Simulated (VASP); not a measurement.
# P in VASP: a series of runs, part 2 of 2

VASP 6.6.1. The steps go on from the part before.

**4. Single point, PBE**

Contents of INCAR:

```
SYSTEM = P
  PREC = Accurate
  ENCUT = 520
  EDIFF = 1E-6
  ISMEAR = 0
  SIGMA = 0.05
  LREAL = .FALSE.
  LASPH = .TRUE.
  NELM = 100
  ALGO = Normal
  ISIF = 2
  LWAVE = .FALSE.
  LCHARG = .FALSE.
  GGA = PE
  NBANDS = 18
```

Contents of KPOINTS:

```
regular mesh
0
G
  6 6 4
  0 0 0
```

Contents of POSCAR:

```
P
1.0
    1.6477431241     -5.4650377251      0.0000000000
    1.6477431241      5.4650377251      0.0000000000
    0.0000000000      0.0000000000      4.5436355900
P
4
Direct
    0.9126190000      0.1071780000      0.5932420000
    0.0942290000      0.9063500000      0.4141000000
    0.5918150000      0.4067210000      0.0934990000
    0.4006760000      0.5827710000      0.9059460000
```

Potentials or basis: VASP PAW PBE potentials, release 64 (P).

The run is started by

```console
$ cat potpaw_PBE.64/P/POTCAR > POTCAR
$ mpirun -np 1 vasp_std > vasp.out
```

OUTCAR:

```text
SYSTEM = P
   PREC = Accurate
   ENCUT = 520
   EDIFF = 1E-6
   ISMEAR = 0
   LREAL = .FALSE.
   LASPH = .TRUE.
   NELM = 100
   ISIF = 2
   GGA = PE

 ion  position               nearest neighbor table
   1  0.913  0.107  0.593-   4 2.13   4 2.22   2 2.24
   2  0.094  0.906  0.414-   3 2.20   3 2.20   1 2.24
   3  0.592  0.407  0.093-   4 2.18   2 2.20   2 2.20
   4  0.401  0.583  0.906-   1 2.13   3 2.18   1 2.22

  LATTYP: Found a base centered orthorhombic cell.
[... 702 lines left out ...]

  FORCE on cell =-STRESS in cart. coord.  units (eV):
  Direction    XX          YY          ZZ          XY          YZ          ZX
  --------------------------------------------------------------------------------------
  -------------------------------------------------------------------------------------
  Total        1.4650403      2.1159827      2.0079224     -0.0684327      0.0789508      0.8834421
  in kB       28.6842824     41.4291987     39.3134671     -1.3398554      1.5457921     17.2970697
  external PRESSURE =      36.4756494 kB  Pullay stress =       0.0000000 kB

 VOLUME and BASIS-vectors are now :
 -----------------------------------------------------------------------------
  energy-cutoff  :      520.00
  volume of cell :       81.83
      direct lattice vectors                 reciprocal lattice vectors
     1.647743124 -5.465037725  0.000000000     0.303445357 -0.091490677  0.000000000
     1.647743124  5.465037725  0.000000000     0.303445357  0.091490677  0.000000000
     0.000000000  0.000000000  4.543635590     0.000000000  0.000000000  0.220088073

 POSITION                                       TOTAL-FORCE (eV/Angst)
 -----------------------------------------------------------------------------------
      1.68036     -4.40177      2.69548        -0.747394     -0.020354     -0.688761
      1.64870      4.43827      1.88152        -0.028213     -0.006087      0.172975
      1.64533     -1.01155      0.42483         0.038348     -0.912450     -0.259911
      1.62047      0.99516      4.11629         0.737258      0.938890      0.775698
 -----------------------------------------------------------------------------------
    total drift:                               -0.000003     -0.000220     -0.000084

  FREE ENERGIE OF THE ION-ELECTRON SYSTEM (eV)
  ---------------------------------------------------
  free  energy   TOTEN  =       -21.3838250650 eV

  energy  without entropy=      -21.3838250446  energy(sigma->0) =      -21.38382505
```

OSZICAR:

```text
N       E                     dE             d eps       ncg     rms          rms(c)
DAV:   1     0.661583398106E+02    0.66158E+02   -0.83610E+03  2736   0.941E+02
DAV:   2    -0.172606394332E+02   -0.83419E+02   -0.80127E+02  3624   0.157E+02
DAV:   3    -0.215315339315E+02   -0.42709E+01   -0.42364E+01  3590   0.363E+01
DAV:   4    -0.215808937098E+02   -0.49360E-01   -0.49320E-01  3632   0.462E+00
DAV:   5    -0.215818724955E+02   -0.97879E-03   -0.97864E-03  3506   0.619E-01    0.109E+01
DAV:   6    -0.214396113542E+02    0.14226E+00   -0.80250E-02  3190   0.147E+00    0.647E+00
DAV:   7    -0.213836247422E+02    0.55987E-01   -0.13897E-01  3292   0.195E+00    0.361E-01
DAV:   8    -0.213836722810E+02   -0.47539E-04   -0.12412E-02  3080   0.641E-01    0.178E-01
DAV:   9    -0.213837682079E+02   -0.95927E-04   -0.73275E-04  3704   0.153E-01    0.879E-02
DAV:  10    -0.213838027785E+02   -0.34571E-04   -0.74018E-05  3320   0.474E-02    0.341E-02
DAV:  11    -0.213838231160E+02   -0.20338E-04   -0.18445E-05  3310   0.276E-02    0.792E-03
DAV:  12    -0.213838250472E+02   -0.19312E-05   -0.24099E-06  2788   0.967E-03    0.423E-03
DAV:  13    -0.213838250650E+02   -0.17832E-07   -0.27616E-07  1598   0.351E-03
   1 F= -.21383825E+02 E0= -.21383825E+02  d E =-.204020E-07
```

stdout:

```text
POSCAR found type information on POSCAR P
 POSCAR found :  1 types and       4 ions
 scaLAPACK will be used
 LDA part: xc-table for (Slater+PW92), standard interpolation
 POSCAR, INCAR and KPOINTS ok, starting setup
 FFT: planning ... GRIDC
 FFT: planning ... GRID_SOFT
 FFT: planning ... GRID
 WAVECAR not read
 entering main loop
```

Run time: 64 s. Hardware: 1 thread of Intel Xeon Platinum 8559C (Emerald Rapids), shared host; peak memory 0.26 GiB.

What came out:

```yaml
Free_energy: -21.3838 eV
Pressure: 3.6 GPa
Largest_force: 1.424 eV/Å
Band_gap_on_the_k_mesh: 0.31 eV
```

Forces in eV/Å, atoms in the order of the input:
```
P   -0.747 -0.020 -0.689
P   -0.028 -0.006  0.173
P    0.038 -0.912 -0.260
P    0.737  0.939  0.776
```

Stress tensor (GPa, compression positive):
```
 2.87 -0.13  1.73
-0.13  4.14  0.15
 1.73  0.15  3.93
```

Levels at points of the mesh, in eV from the valence-band top:
| k point | band 8 | band 9 | band 10 | band 11 | band 12 | band 13 |
| --- | --- | --- | --- | --- | --- | --- |
| (0.00, 0.00, 0.00) | -2.79 | -2.59 | -1.12 | 0.68 | 0.84 | 1.81 |
| (0.50, 0.00, 0.00) | -3.36 | -2.79 | -2.49 | 0.59 | 0.82 | 1.53 |
| (0.00, 0.50, 0.00) | -3.37 | -2.74 | -2.53 | 0.57 | 0.85 | 1.46 |
| (0.50, 0.50, 0.00) | -2.53 | -1.48 | 0.00 | 0.31 | 0.65 | 1.99 |
| (0.00, 0.00, 0.50) | -3.35 | -1.80 | -1.76 | 1.28 | 1.44 | 2.80 |
| (0.50, 0.00, 0.50) | -5.19 | -1.87 | -1.60 | 1.68 | 1.77 | 3.26 |
| (0.00, 0.50, 0.50) | -5.18 | -1.84 | -1.62 | 1.57 | 1.88 | 3.29 |
| (0.50, 0.50, 0.50) | -2.73 | -2.08 | -1.99 | 1.26 | 1.42 | 2.69 |

Caveat: the cell stands under pressure; semilocal functionals underestimate gaps, and a narrow one can read as zero; forces of over 1 eV/Å act on the atoms, so gaps and moduli don't describe the material at rest. A k mesh can miss the band edges.

**5. Single point, PBE**

Contents of INCAR:

```
PREC = Accurate
ENCUT = 520
EDIFF = 1E-7
ISMEAR = 0
SIGMA = 0.05
LREAL = F
LASPH = T
NELM = 60
ALGO = Normal
ISIF = 2
LWAVE = F
LCHARG = F
GGA = PE
NBANDS = 18
```

Contents of KPOINTS:

```
Automatic mesh
0
Gamma
  6 6 4
```

POSCAR is that of step 4.

The run is started by

```console
$ cat potpaw_PBE.64/P/POTCAR > POTCAR
$ mpirun -np 1 vasp_std > vasp.out
```

Run time: 70 s. Hardware: 1 thread of Intel Xeon Platinum 8559C (Emerald Rapids), shared host; peak memory 0.26 GiB.

Results (log left out):

| Property | Result |
| --- | --- |
| Free energy | -21.3838 eV |
| Pressure | 3.6 GPa |
| Largest force | 1.424 eV/Å |
| Band gap on the k mesh | 0.31 eV |

Forces on the atoms (eV/Å):
```
P   -0.747 -0.020 -0.689
P   -0.028 -0.006  0.173
P    0.038 -0.912 -0.260
P    0.737  0.939  0.776
```

Stress tensor (GPa, compression positive):
```
 2.87 -0.13  1.73
-0.13  4.14  0.15
 1.73  0.15  3.93
```

Levels at points of the mesh, in eV from the valence-band top:
| k point | band 8 | band 9 | band 10 | band 11 | band 12 | band 13 |
| --- | --- | --- | --- | --- | --- | --- |
| (0.00, 0.00, 0.00) | -2.79 | -2.59 | -1.12 | 0.68 | 0.84 | 1.81 |
| (0.50, 0.00, 0.00) | -3.36 | -2.79 | -2.49 | 0.59 | 0.82 | 1.53 |
| (0.00, 0.50, 0.00) | -3.37 | -2.74 | -2.53 | 0.57 | 0.85 | 1.46 |
| (0.50, 0.50, 0.00) | -2.53 | -1.48 | 0.00 | 0.31 | 0.65 | 1.99 |
| (0.00, 0.00, 0.50) | -3.35 | -1.80 | -1.76 | 1.28 | 1.44 | 2.80 |
| (0.50, 0.00, 0.50) | -5.19 | -1.87 | -1.60 | 1.68 | 1.77 | 3.26 |
| (0.00, 0.50, 0.50) | -5.18 | -1.84 | -1.62 | 1.57 | 1.88 | 3.29 |
| (0.50, 0.50, 0.50) | -2.73 | -2.08 | -1.99 | 1.26 | 1.42 | 2.69 |

Caveat: the cell stands under pressure; semilocal functionals underestimate gaps, and a narrow one can read as zero; forces of over 1 eV/Å act on the atoms, so gaps and moduli don't describe the material at rest. A k mesh can miss the band edges.

**6. Single point, PBE0**

Contents of POSCAR:

```
P
1.0
    1.6477431241     -5.4650377251      0.0000000000
    1.6477431241      5.4650377251      0.0000000000
    0.0000000000      0.0000000000      4.5436355900
P
4
Direct
    0.9041431300      0.0958568700      0.5888151700
    0.0958568700      0.9041431300      0.4111848300
    0.5958568700      0.4041431300      0.0888151700
    0.4041431300      0.5958568700      0.9111848300
```

Contents of INCAR.step1:

```
SYSTEM = P
ALGO = Normal
EDIFF = 1E-5
ENCUT = 520
GGA = PE
ISIF = 2
ISMEAR = 1
LASPH = .True.
LREAL = .False.
LWAVE = .True.
NBANDS = 18
NELM = 100
PREC = Accurate
SIGMA = 0.05
```

Contents of INCAR.step2:

```
SYSTEM = P
AEXX = 0.25
ALGO = Normal
EDIFF = 1E-7
ENCUT = 520
GGA = PE
ISIF = 2
ISMEAR = 1
ISTART = 1
LASPH = .True.
LCHARG = .True.
LELF = .True.
LHFCALC = .True.
LREAL = .False.
LVHAR = .True.
LWAVE = .False.
NBANDS = 18
NELM = 100
PREC = Accurate
PRECFOCK = Normal
SIGMA = 0.05
```

Contents of KPOINTS:

```
k-points
0
Gamma
  4 4 3
  0 0 0
```

Potentials or basis: VASP PAW PBE potentials, release 64 (P).

The run is started by

```console
$ cat potpaw_PBE.64/P/POTCAR > POTCAR
$ cp INCAR.step1 INCAR
$ mpirun -np 1 vasp_std > vasp.out
$ cp INCAR.step2 INCAR
$ mpirun -np 1 vasp_std > vasp.out
```

Run time: 15 min. Hardware: 1 thread of Intel Xeon Platinum 8559C (Emerald Rapids), shared host; peak memory 0.24 GiB.

The run converged. Its results:

| Quantity | Value |
| --- | --- |
| Free energy | -28.0615 eV |
| Pressure | -0.8 GPa |
| Largest force | 0.211 eV/Å |
| Band gap on the k mesh | 1.41 eV |

Forces on the atoms (eV/Å):
```
P    0.000 -0.208 -0.032
P    0.000  0.208  0.032
P    0.000  0.208 -0.032
P    0.000 -0.208  0.032
```

Stress tensor (GPa, compression positive):
```
 0.42  0.00  0.00
 0.00 -1.47  0.00
 0.00  0.00 -1.27
```

Levels at points of the mesh, in eV from the valence-band top:
```csv
k point,band 6,band 7,band 8,band 9,band 10,band 11,band 12,band 13,band 14,band 15
"(0.00, 0.00, 0.00)",-5.48,-4.52,-3.09,-2.86,-1.39,1.90,2.46,3.47,4.46,7.29
"(0.50, 0.00, 0.00)",-6.14,-3.81,-3.81,-2.92,-2.92,2.04,2.04,2.83,2.83,4.91
"(0.50, 0.50, 0.00)",-6.17,-4.62,-2.69,-1.77,0.00,1.41,2.19,3.72,4.33,6.65
```

Caveat: the k points lie up to 0.50 Å⁻¹ apart; the PAW data sets were made with another functional, which shifts forces and pressure a little. A k mesh can miss the band edges.

**7. Overview**

| level | cell | k mesh | smearing | grid for exact exchange (PRECFOCK) | share of exact exchange | screening parameter | gap on the mesh (eV) | pressure (GPa) | largest force (eV/Å) |
| --- | --- | --- | --- | --- | --- | --- | --- | --- | --- |
| PBE-based screened hybrid with 25 % exact exchange | as given, atomic positions A | 4 × 4 × 3 | fermi-dirac 0.05 eV | Normal | 0.25 | 0.1 1/Å | 1.02 | -0.8 | 0.22 |
| PBE-based screened hybrid with 25 % exact exchange | as given, atomic positions A | 4 × 4 × 3 | fermi-dirac 0.05 eV | Normal | 0.25 | 0.15 1/Å | 0.86 | -0.7 | 0.21 |
| PBE | as given, atomic positions B | 6 × 6 × 4 | gaussian 0.05 eV | - | - | - | 0.31 | 3.6 | 1.42 |
| PBE0 | as given, atomic positions A | 4 × 4 × 3 | methfessel-paxton 0.05 eV | Normal | 0.25 | - | 1.41 | -0.8 | 0.21 |

Alike in all rows: task single point; potentials or basis VASP PAW PBE potentials, release 64 (P); no spin polarisation; cutoff (eV) 520.

Caveats: some runs use coarse meshes; the PAW data sets were made with another functional, which shifts forces and pressure a little (at least some runs); the cell stands under pressure (at least some runs); semilocal functionals underestimate gaps, and a narrow one can read as zero (at least some runs); forces of over 1 eV/Å act on the atoms, so gaps and moduli don't describe the material at rest (at least some runs).

Absolute energies hang on the potentials; compare differences alone.
